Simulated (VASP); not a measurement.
Wanted: the native input for a VASP 6.6.1 run.

* Task: single point
* Functional: PBE
* Dispersion: D3(BJ)
* Potentials or basis: VASP PAW PBE potentials, release 64 (Tl_d, Te, O)
* Cutoff: 520 eV
* k mesh: 6 × 6 × 2
* Occupations: gaussian, width 0.1 eV
* Spin: no spin polarisation
* Dipole correction: no
* Further INCAR settings: ALGO = Fast; EDIFF = 1e-07; NBANDS = 30

The structure of Tl2Te2O lies in POSCAR:

```
Tl2Te2O
1.0
    3.7592837057      0.0000000000      0.0000000000
   -1.8796418528      3.2556351891      0.0000000000
    0.0000000000      0.0000000000     10.1129716835
Tl Te O
2 2 1
Direct
    0.6666666667      0.3333333333      0.1394410231
    0.3333333333      0.6666666667      0.8605589769
    0.3333333333      0.6666666667      0.3940814306
    0.6666666667      0.3333333333      0.6059185694
    0.0000000000      0.0000000000      0.0000000000
```

The input as run:

INCAR

```
PREC = Accurate
ENCUT = 520
EDIFF = 1E-7
ISMEAR = 0
SIGMA = 0.1
LREAL = F
LASPH = T
NELM = 100
ALGO = Fast
ISIF = 2
LWAVE = F
LCHARG = F
GGA = PE
IVDW = 12
NBANDS = 30
```

KPOINTS

```
regular mesh
0
Gamma
  6 6 2
```

Potentials or basis: VASP PAW PBE potentials, release 64 (Tl_d, Te, O).

The run is started by

```sh
$ cat potpaw_PBE.64/Tl_d/POTCAR potpaw_PBE.64/Te/POTCAR potpaw_PBE.64/O/POTCAR > POTCAR
$ mpirun -np 1 vasp_std > vasp.out
```

Results of the run:

| Quantity | Value |
| --- | --- |
| Pressure | -0.2 GPa |
| Largest force | 0.022 eV/Å |
| Band gap on the k mesh | zero (bands 22 and 23 overlap by 1.61 eV) |
| Dispersion energy per atom | -0.353 eV |

Caveat: spin-orbit coupling is left out, which moves the levels of the heavy elements.

Wall time 48 s on 1 thread of Oxide Virtual Turin-like Processor, with other jobs on the host, peak memory 0.23 GiB.
